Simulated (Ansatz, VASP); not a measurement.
# WS2 in VASP and in Ansatz

File INCAR:

```
ALGO = Normal ; EDIFF = 1E-6
ENCUT = 500 ; GGA = PS
GGA_COMPAT = F ; ISIF = 2
ISMEAR = 0 ; LASPH = T
LCHARG = F ; LREAL = F
LWAVE = F ; NBANDS = 20
NELM = 120 ; PREC = Accurate
SIGMA = 0.05
```

The input KPOINTS:

```
k-points
0
Gamma
  6 6 1
```

Contents of POSCAR:

```
WS2
1.0
    3.1835163552      0.0000000000      0.0000000000
   -1.5917581776      2.7570060369      0.0000000000
    0.0000000000      0.0000000000     17.4590952267
W S
1 2
Direct
    0.3333333333      0.6666666667      0.0000000000
    0.6666666667      0.3333333333      0.9079994900
    0.6666666667      0.3333333333      0.0920005100
```

Input for Ansatz:

```yaml
crystal:
  lattice:
    - [3.1835163552, 0.0, 0.0]
    - [-1.5917581776, 2.7570060369, 0.0]
    - [0.0, 0.0, 17.4590952267]
  atoms:
    - { symbol: W, position: [0.3333333333, 0.6666666667, 0.0] }
    - { symbol: S, position: [0.6666666667, 0.3333333333, 0.90799949] }
    - { symbol: S, position: [0.6666666667, 0.3333333333, 0.09200051] }
basis:
  ecutwfc: 420
kpoints:
  mp_grid: { grid: [6, 6, 1] }
hamiltonian:
  xc: pbesol
scf:
  occupations: { method: gaussian, width: 0.05 }
output:
  forces: true
  stress: true
  eigenvalues: true
```

Change from the starting cell: strain +0.0300 x Voigt [0, 0, 1, 0, 0, 0], atoms carried along.

Alike in both runs: task single point; functional PBEsol; k mesh 6 × 6 × 1; occupations gaussian, width 0.05 eV; no spin polarisation.

|  | VASP | Ansatz |
| --- | --- | --- |
| version | VASP 6.6.1 | Ansatz 0.2.0 |
| potentials or method | VASP PAW PBE potentials, release 64 (W_sv, S), cutoff 500 eV | scalar-relativistic, plane waves, PAW |
| valence electrons in the cell | 26 | 26 |

|  | VASP | Ansatz | Ansatz less VASP |
| --- | --- | --- | --- |
| gap on the k mesh at the Fermi level (eV) | 1.88 | 1.87 | -0.001 |
| least direct gap on the mesh (eV) | 1.90 | 1.89 | -0.004 |
| rms of the force components (eV/Å) | 0.461 | 0.471 | +0.0095 |

VASP's potentials were made for PBE, not for PBEsol. Atom by atom the forces differ by 0.009 eV/Å (rms over components).

Neither program's run includes spin-orbit coupling.
